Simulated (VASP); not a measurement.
# Ge (P6/mmm) in VASP: further runs, part 2 of 2

VASP 6.6.1.

## 4. Single point, PBE

This run uses another cell than the first one, of 19.44 Å³/atom, 1.136 times its volume.

INCAR reads:

```
PREC = Accurate ; ENCUT = 520
EDIFF = 1E-6 ; ISMEAR = -1
SIGMA = 0.08 ; LREAL = F
LASPH = T ; NELM = 100
ALGO = Normal ; ISIF = 2
LWAVE = F ; LCHARG = F
GGA = PE ; NBANDS = 28
```

KPOINTS reads:

```
regular mesh
0
Gamma
  8 8 10
```

POSCAR reads:

```
Ge
1.0
    4.9309397487      0.0000000000      0.0000000000
   -2.4654698744      4.2703190869      0.0000000000
    0.0000000000      0.0000000000      2.7694347459
Ge
3
Direct
    0.0000000000      0.0000000000      0.0000000000
    0.3333333333      0.6666666667      0.5000000000
    0.6666666667      0.3333333333      0.5000000000
```

Potentials or basis: VASP PAW PBE potentials, release 64 (Ge_d).

On the command line:

```bash
cat potpaw_PBE.64/Ge_d/POTCAR > POTCAR
mpirun -np 1 vasp_std > vasp.out
```

OUTCAR:

```text
PREC = Accurate
   ENCUT = 520
   EDIFF = 1E-6
   ISMEAR = -1
   LREAL = F
   LASPH = T
   NELM = 100
   ISIF = 2
   GGA = PE

 ion  position               nearest neighbor table
   1  0.000  0.000  0.000-
   2  0.333  0.667  0.500-   3 2.85   3 2.85   3 2.85
   3  0.667  0.333  0.500-   2 2.85   2 2.85   2 2.85

  LATTYP: Found a hexagonal cell.
 ALAT       =     4.9309397487
 C/A-ratio  =     0.5616444100

  Lattice vectors:

 A1 = (   4.9309397487,   0.0000000000,   0.0000000000)
 A2 = (  -2.4654698744,   4.2703190869,   0.0000000000)
 A3 = (   0.0000000000,   0.0000000000,   2.7694347459)

Analysis of symmetry for initial positions (statically):
=====================================================================
 Subroutine PRICEL returns:
 Original cell was already a primitive cell.

 Routine SETGRP: Setting up the symmetry group for a
 hexagonal supercell.

 Subroutine GETGRP returns: Found 24 space group operations
 (whereof 24 operations were pure point group operations)
 out of a pool of 24 trial point group operations.

The static configuration has the point symmetry D_6h.

Analysis of symmetry for dynamics (positions and initial velocities):
=====================================================================
 Subroutine PRICEL returns:
 Original cell was already a primitive cell.

 Routine SETGRP: Setting up the symmetry group for a
 hexagonal supercell.

 Subroutine GETGRP returns: Found 24 space group operations
 (whereof 24 operations were pure point group operations)
 out of a pool of 24 trial point group operations.

The dynamic configuration has the point symmetry D_6h.

 Subroutine INISYM returns: Found 24 space group operations
 (whereof 24 operations are pure point group operations),
 and found     1 'primitive' translations

----------------------------------------------------------------------------------------

                                     Primitive cell

  volume of cell :      58.3151

  direct lattice vectors                    reciprocal lattice vectors
     4.930939749  0.000000000  0.000000000     0.202801099  0.117087269  0.000000000
    -2.465469874  4.270319087  0.000000000     0.000000000  0.234174538  0.000000000
     0.000000000  0.000000000  2.769434746     0.000000000  0.000000000  0.361084514

  length of vectors
     4.930939749  4.930939749  2.769434746     0.234174538  0.234174538  0.361084514

  position of ions in fractional coordinates (direct lattice)
     0.000000000  0.000000000  0.000000000
     0.333333333  0.666666667  0.500000000
     0.666666667  0.333333333  0.500000000

  ion indices of the primitive-cell ions
   primitive index   ion index
                 1           1
                 2           2
                 3           3

----------------------------------------------------------------------------------------

 KPOINTS: regular mesh

Automatic generation of k-mesh.
 Grid dimensions read from file:
 generate k-points for:    8    8   10

 Generating k-lattice:

  Cartesian coordinates                     Fractional coordinates (reciprocal lattice)
     0.025350137  0.014635909  0.000000000     0.125000000  0.000000000  0.000000000
     0.000000000  0.029271817  0.000000000     0.000000000  0.125000000  0.000000000
     0.000000000  0.000000000  0.036108451     0.000000000  0.000000000  0.100000000

  Length of vectors
     0.029271817  0.029271817  0.036108451

  Shift w.r.t. Gamma in fractional coordinates (k-lattice)
     0.000000000  0.000000000  0.000000000

 Subroutine IBZKPT returns following result:
 ===========================================

 Found     60 irreducible k-points:

 Following reciprocal coordinates:
            Coordinates               Weight
  0.000000  0.000000  0.000000      1.000000
  0.125000  0.000000  0.000000      6.000000
  0.250000  0.000000  0.000000      6.000000
  0.375000 -0.000000  0.000000      6.000000
  0.500000  0.000000  0.000000      3.000000
  0.125000  0.125000  0.000000      6.000000
[... 16 lines left out ...]
  0.250000  0.000000  0.200000     12.000000
  0.375000 -0.000000  0.200000     12.000000
 [... further k-points ...]
   k-points           NKPTS =     60   k-points in BZ     NKDIM =     60   number of bands    NBANDS=     28
   number of dos      NEDOS =    301   number of ions     NIONS =      3
   total plane-waves  NPLWV =  38400
   dimension x,y,z NGX =    40 NGY =   40 NGZ =   24
   dimension x,y,z NGXF=    80 NGYF=   80 NGZF=   48
   ions per type =               3
   NGX,Y,Z   is equivalent  to a cutoff of  13.49, 13.49, 14.41 a.u.
   NGXF,Y,Z  is equivalent  to a cutoff of  26.97, 26.97, 28.81 a.u.
 SYSTEM =  unknown system
   PREC   = accura    normal or accurate (medium, high low for compatibility)
   ISTART =      0    job   : 0-new  1-cont  2-samecut
   ICHARG =      2    charge: 1-file 2-atom 10-const
   ISPIN  =      1    spin polarized calculation?
   LNONCOLLINEAR =      F non collinear calculations
   LSORBIT =      F    spin-orbit coupling
   LASPH  =      T    aspherical Exc in radial PAW
   ENCUT  =  520.0 eV  38.22 Ry    6.18 a.u.   9.17  9.17  5.15*2*pi/ulx,y,z
   NELM   =    100;   NELMIN=  2; NELMDL= -5     # of ELM steps
   EDIFF  = 0.1E-05   stopping-criterion for ELM
   LREAL  =      F    real-space projection
   EDIFFG = 0.1E-04   stopping-criterion for IOM
   NSW    =      0    number of steps for IOM
   IBRION =     -1    ionic relax: 0-MD 1-quasi-New 2-CG
   NFREE  =      0    steps in history (QN), initial steepest desc. (CG)
   ISIF   =      2    stress and relaxation
   ISYM   =      2    0-nonsym 1-usesym 2-fastsym
   POTIM  = 0.5000    time-step for ionic-motion
   TEBEG  =    0.0;   TEEND  =   0.0 temperature during run
   PSTRESS=    0.0 pullay stress
   NELECT =      42.0000    total number of electrons
   NUPDOWN=      -1.0000    fix difference up-down
   EMIN   =  10.00;   EMAX   =-10.00  energy-range for DOS
   EFERMI =   0.00;   METHOD = LEGACY
   ISMEAR =    -1;   SIGMA  =   0.08  broadening in eV -4-tet -1-fermi 0-gaus
   EFERMI_NEDOS =   21; number of points for ismear=-14 and -15
   IALGO  =     38    algorithm
   IMIX   =      4    mixing-type and parameters
     AMIX     =   0.40;   BMIX     =  1.00
     AMIX_MAG =   1.60;   BMIX_MAG =  1.00
  volume/ion in A,a.u.               =      19.44       131.18
  Fermi-wavevector in a.u.,A,eV,Ry     =   1.467453  2.773084 29.299036  2.153418
  Thomas-Fermi vector in A             =   2.583069
   LORBIT       =      0    0 simple, 1 ext, 2 COOP (PROOUT), +10 PAW based schemes
   GGA     = PE    functional components
[... 5 lines left out ...]
 non-spin polarized calculation
  energy-cutoff  :      520.00
  volume of cell :       58.32
 maximum number of plane-waves:      1590
 NGX is ok and might be reduce to    40
   NGX = 19   NGY = 19   NGZ = 11

 number of electron      42.0000016 magnetization

 Free energy of the ion-electron system (eV)
  ---------------------------------------------------
  ext. energy  EPLUGINS =         0.00000000
  ---------------------------------------------------
  free energy    TOTEN  =       -12.60086872 eV

  energy without entropy =      -12.57835264  energy(sigma->0) =      -12.58961068

 E-fermi :   6.3992     XC(G=0): -11.1384

 val. band max:        6.3983281238   @ k =   0.0000   0.0000   0.4000
 cond. band min:       6.4174642373   @ k =   0.3750  -0.0000   0.3000
 fundamental gap:      0.0191361135
 Fermi energy:         6.3992051473

 k-point     1 :       0.0000    0.0000    0.0000
  band No.  band energies     occupation
      1     -18.4693      2.00000
      2     -18.4015      2.00000
      3     -18.4015      2.00000
      4     -18.3474      2.00000
      5     -18.3474      2.00000
      6     -18.2704      2.00000
[... 20 lines left out ...]
     27      16.5831      0.00000
     28      16.7198      0.00000

 k-point     2 :       0.1250    0.0000    0.0000
  band No.  band energies     occupation
      1     -18.4691      2.00000
      2     -18.4019      2.00000
      3     -18.4018      2.00000
      4     -18.3475      2.00000
      5     -18.3473      2.00000
      6     -18.2694      2.00000
[... 674 lines left out ...]
 k-point    24 :       0.3750   -0.0000    0.2000
  band No.  band energies     occupation
      1     -18.4091      2.00000
      2     -18.4009      2.00000
      3     -18.4006      2.00000
      4     -18.3713      2.00000
      5     -18.3703      2.00000
      6     -18.2118      2.00000
[... 20 lines left out ...]
     27      11.4479      0.00000
     28      15.3985      0.00000

 [... further k-points ...]
[... 5 lines left out ...]
  --------------------------------------------------------------------------------------
  -------------------------------------------------------------------------------------
  Total        0.0071861      0.0071861     -0.0007265     -0.0000000      0.0000000     -0.0000000
  in kB        0.1974339      0.1974339     -0.0199590     -0.0000000      0.0000000     -0.0000000
  external PRESSURE =       0.1249696 kB  Pullay stress =       0.0000000 kB

 VOLUME and BASIS-vectors are now :
 -----------------------------------------------------------------------------
  energy-cutoff  :      520.00
  volume of cell :       58.32
      direct lattice vectors                 reciprocal lattice vectors
     4.930939749  0.000000000  0.000000000     0.202801099  0.117087269  0.000000000
    -2.465469874  4.270319087  0.000000000     0.000000000  0.234174538  0.000000000
     0.000000000  0.000000000  2.769434746     0.000000000  0.000000000  0.361084514

 POSITION                                       TOTAL-FORCE (eV/Angst)
 -----------------------------------------------------------------------------------
      0.00000      0.00000      0.00000         0.000000      0.000000      0.000000
     -0.00000      2.84688      1.38472        -0.000000      0.000000      0.000000
      2.46547      1.42344      1.38472         0.000000     -0.000000     -0.000000
 -----------------------------------------------------------------------------------
    total drift:                               -0.000000      0.000000      0.000000

  FREE ENERGIE OF THE ION-ELECTRON SYSTEM (eV)
  ---------------------------------------------------
  free  energy   TOTEN  =       -12.6008687197 eV

  energy  without entropy=      -12.5783526414  energy(sigma->0) =      -12.58961068
```

OSZICAR:

```text
N       E                     dE             d eps       ncg     rms          rms(c)
DAV:   1     0.305551105419E+03    0.30555E+03   -0.21214E+04  3808   0.427E+03
DAV:   2     0.364711326754E+02   -0.26908E+03   -0.26326E+03  3360   0.688E+02
DAV:   3    -0.105467354060E+02   -0.47018E+02   -0.46329E+02  3732   0.176E+02
DAV:   4    -0.126127564861E+02   -0.20660E+01   -0.20574E+01  3876   0.424E+01
DAV:   5    -0.126495221217E+02   -0.36766E-01   -0.36759E-01  3612   0.632E+00    0.201E+00
DAV:   6    -0.126125826835E+02    0.36939E-01   -0.55009E-02  4888   0.873E+00    0.112E+00
DAV:   7    -0.126017293324E+02    0.10853E-01   -0.42173E-02  4164   0.233E+00    0.210E-01
DAV:   8    -0.126008650431E+02    0.86429E-03   -0.34312E-03  3872   0.949E-01    0.687E-02
DAV:   9    -0.126008592396E+02    0.58035E-05   -0.49896E-04  3596   0.300E-01    0.329E-02
DAV:  10    -0.126008673516E+02   -0.81119E-05   -0.26046E-05  4648   0.947E-02    0.749E-03
DAV:  11    -0.126008691281E+02   -0.17765E-05   -0.59475E-06  3636   0.485E-02    0.133E-03
DAV:  12    -0.126008687197E+02    0.40836E-06   -0.63772E-07  1904   0.130E-02
   1 F= -.12600869E+02 E0= -.12589611E+02  d E =-.225161E-01
```

stdout:

```text
POSCAR found type information on POSCAR Ge
 POSCAR found :  1 types and       3 ions
 scaLAPACK will be used
 LDA part: xc-table for (Slater+PW92), standard interpolation
 POSCAR, INCAR and KPOINTS ok, starting setup
 FFT: planning ... GRIDC
 FFT: planning ... GRID_SOFT
 FFT: planning ... GRID
 WAVECAR not read
 entering main loop
```

Run time: 33 s. Hardware: 1 thread of Intel Xeon 6975P-C (Granite Rapids), shared host; peak memory 0.22 GiB.

What came out:

```yaml
Free_energy: -12.6009 eV
Pressure: 0.0 GPa
Band_gap_on_the_k_mesh: zero (band 21 reaches 7.92 eV, above the bottom of band 22 at 3.30 eV)
```

## 5. Single point, PBE

This run uses another cell than the first one, of 19.44 Å³/atom, 1.136 times its volume.

INCAR reads:

```
SYSTEM = Ge
PREC = Accurate
ENCUT = 520
EDIFF = 1E-7
ISMEAR = -1
SIGMA = 0.08
LREAL = .FALSE.
LASPH = .TRUE.
NELM = 80
ALGO = Normal
ISIF = 2
LWAVE = .FALSE.
LCHARG = .FALSE.
GGA = PE
NBANDS = 28
```

KPOINTS reads:

```
regular mesh
0
G
  8 8 10
  0 0 0
```

POSCAR reads:

```
Ge
1.0
    4.9309397488      0.0000000000      0.0000000000
   -2.4654698744      4.2703190870      0.0000000000
    0.0000000000      0.0000000000      2.7694347459
Ge
3
Direct
    0.0000000000      0.0000000000      0.0000000000
    0.3333333333      0.6666666667      0.5000000000
    0.6666666667      0.3333333333      0.5000000000
```

Potentials or basis: VASP PAW PBE potentials, release 64 (Ge_d).

On the command line:

```bash
cat potpaw_PBE.64/Ge_d/POTCAR > POTCAR
mpirun -np 1 vasp_std > vasp.out
```

OUTCAR:

```text
SYSTEM = Ge
   PREC = Accurate
   ENCUT = 520
   EDIFF = 1E-7
   ISMEAR = -1
   LREAL = .FALSE.
   LASPH = .TRUE.
   NELM = 80
   ISIF = 2
   GGA = PE

 ion  position               nearest neighbor table
   1  0.000  0.000  0.000-
   2  0.333  0.667  0.500-   3 2.85   3 2.85   3 2.85
   3  0.667  0.333  0.500-   2 2.85   2 2.85   2 2.85

  LATTYP: Found a hexagonal cell.
 ALAT       =     4.9309397488
 C/A-ratio  =     0.5616444100

  Lattice vectors:

 A1 = (   4.9309397488,   0.0000000000,   0.0000000000)
 A2 = (  -2.4654698744,   4.2703190870,   0.0000000000)
 A3 = (   0.0000000000,   0.0000000000,   2.7694347459)

Analysis of symmetry for initial positions (statically):
=====================================================================
 Subroutine PRICEL returns:
 Original cell was already a primitive cell.

 Routine SETGRP: Setting up the symmetry group for a
 hexagonal supercell.

 Subroutine GETGRP returns: Found 24 space group operations
 (whereof 24 operations were pure point group operations)
[... 156 lines left out ...]
 number of electron      42.0000016 magnetization

 Free energy of the ion-electron system (eV)
  ---------------------------------------------------
  ext. energy  EPLUGINS =         0.00000000
  ---------------------------------------------------
  free energy    TOTEN  =       -12.60086881 eV

  energy without entropy =      -12.57835269  energy(sigma->0) =      -12.58961075

 E-fermi :   6.3992     XC(G=0): -11.1384

 val. band max:        6.3983290889   @ k =   0.0000   0.0000   0.4000
 cond. band min:       6.4174734863   @ k =   0.3750   0.0000   0.3000
 fundamental gap:      0.0191443974
 Fermi energy:         6.3992134382

 k-point     1 :       0.0000    0.0000    0.0000
  band No.  band energies     occupation
      1     -18.4693      2.00000
      2     -18.4016      2.00000
      3     -18.4016      2.00000
      4     -18.3475      2.00000
      5     -18.3475      2.00000
      6     -18.2703      2.00000
[... 733 lines left out ...]
     27      11.4479      0.00000
     28      15.3985      0.00000

 [... further k-points ...]
[... 5 lines left out ...]
  --------------------------------------------------------------------------------------
  -------------------------------------------------------------------------------------
  Total        0.0102056      0.0102056      0.0026262      0.0000000      0.0000000      0.0000000
  in kB        0.2803940      0.2803940      0.0721539      0.0000000      0.0000000      0.0000000
  external PRESSURE =       0.2109806 kB  Pullay stress =       0.0000000 kB

 VOLUME and BASIS-vectors are now :
 -----------------------------------------------------------------------------
  energy-cutoff  :      520.00
  volume of cell :       58.32
      direct lattice vectors                 reciprocal lattice vectors
     4.930939749  0.000000000  0.000000000     0.202801099  0.117087269  0.000000000
    -2.465469874  4.270319087  0.000000000     0.000000000  0.234174538  0.000000000
     0.000000000  0.000000000  2.769434746     0.000000000  0.000000000  0.361084514

 POSITION                                       TOTAL-FORCE (eV/Angst)
 -----------------------------------------------------------------------------------
      0.00000      0.00000      0.00000        -0.000000      0.000000      0.000000
     -0.00000      2.84688      1.38472         0.000000     -0.000000     -0.000000
      2.46547      1.42344      1.38472         0.000000      0.000000      0.000000
 -----------------------------------------------------------------------------------
    total drift:                               -0.000000      0.000000      0.000000

  FREE ENERGIE OF THE ION-ELECTRON SYSTEM (eV)
  ---------------------------------------------------
  free  energy   TOTEN  =       -12.6008688108 eV

  energy  without entropy=      -12.5783526896  energy(sigma->0) =      -12.58961075
```

OSZICAR:

```text
N       E                     dE             d eps       ncg     rms          rms(c)
DAV:   1     0.305551105428E+03    0.30555E+03   -0.21214E+04  3808   0.427E+03
DAV:   2     0.364711326765E+02   -0.26908E+03   -0.26326E+03  3360   0.688E+02
DAV:   3    -0.105467354060E+02   -0.47018E+02   -0.46329E+02  3732   0.176E+02
DAV:   4    -0.126127564863E+02   -0.20660E+01   -0.20574E+01  3876   0.424E+01
DAV:   5    -0.126495221223E+02   -0.36766E-01   -0.36759E-01  3612   0.632E+00    0.201E+00
DAV:   6    -0.126125826836E+02    0.36939E-01   -0.55009E-02  4888   0.873E+00    0.112E+00
DAV:   7    -0.126017293324E+02    0.10853E-01   -0.42173E-02  4164   0.233E+00    0.210E-01
DAV:   8    -0.126008650426E+02    0.86429E-03   -0.34312E-03  3872   0.949E-01    0.687E-02
DAV:   9    -0.126008592393E+02    0.58032E-05   -0.49896E-04  3596   0.300E-01    0.329E-02
DAV:  10    -0.126008673518E+02   -0.81125E-05   -0.26048E-05  4664   0.947E-02    0.749E-03
DAV:  11    -0.126008691361E+02   -0.17842E-05   -0.60301E-06  4308   0.485E-02    0.134E-03
DAV:  12    -0.126008687347E+02    0.40133E-06   -0.71043E-07  3940   0.129E-02    0.113E-03
DAV:  13    -0.126008688108E+02   -0.76030E-07   -0.95777E-08  2052   0.509E-03
   1 F= -.12600869E+02 E0= -.12589611E+02  d E =-.225161E-01
```

stdout:

```text
POSCAR found type information on POSCAR Ge
 POSCAR found :  1 types and       3 ions
 scaLAPACK will be used
 LDA part: xc-table for (Slater+PW92), standard interpolation
 POSCAR, INCAR and KPOINTS ok, starting setup
 FFT: planning ... GRIDC
 FFT: planning ... GRID_SOFT
 FFT: planning ... GRID
 WAVECAR not read
 entering main loop
```

It took 40 s on 1 thread of Intel Xeon 6975P-C (Granite Rapids), shared host; peak memory 0.22 GiB.

What came out:

```
Free energy            : -12.6009 eV
Pressure               : 0.0 GPa
Band gap on the k mesh : zero (band 21 reaches 7.92 eV, above the bottom of band 22 at 3.30 eV)
```

## 6. Single point, PBE

This run uses another cell than the first one, of 19.44 Å³/atom, 1.136 times its volume.

INCAR reads:

```
  PREC = Accurate
  ENCUT = 520
  EDIFF = 1E-6
  ISMEAR = -1
  SIGMA = 0.08
  LREAL = F
  LASPH = T
  NELM = 80
  ALGO = Normal
  ISIF = 2
  LWAVE = F
  LCHARG = F
  GGA = PE
  NBANDS = 28
```

KPOINTS reads:

```
regular mesh
0
Gamma
  8 8 10
```

POSCAR is that of step 5.

Potentials or basis: VASP PAW PBE potentials, release 64 (Ge_d).

On the command line:

```bash
cat potpaw_PBE.64/Ge_d/POTCAR > POTCAR
mpirun -np 1 vasp_std > vasp.out
```

Run time: 44 s. Hardware: 1 thread of Intel Xeon 6975P-C (Granite Rapids), shared host; peak memory 0.22 GiB.

It converged, with:

| Property | Result |
| --- | --- |
| Free energy | -12.6009 eV |
| Pressure | 0.0 GPa |
| Band gap on the k mesh | zero (band 21 reaches 7.92 eV, above the bottom of band 22 at 3.30 eV) |

Levels at points of the mesh, in eV from the Fermi level:
```csv
k point,band 18,band 19,band 20,band 21,band 22,band 23,band 24,band 25
"(0.00, 0.00, 0.00)",-6.66,-3.18,-3.18,-3.10,-3.10,5.55,8.17,8.17
"(0.50, 0.00, 0.00)",-7.90,-5.25,0.72,0.81,2.66,2.95,4.29,7.37
"(0.00, 0.00, 0.50)",-2.68,-1.80,-1.49,-0.86,-0.15,-0.15,1.25,1.25
"(0.50, 0.00, 0.50)",-6.22,-4.56,-2.99,-2.14,-1.25,0.46,3.92,4.50
```
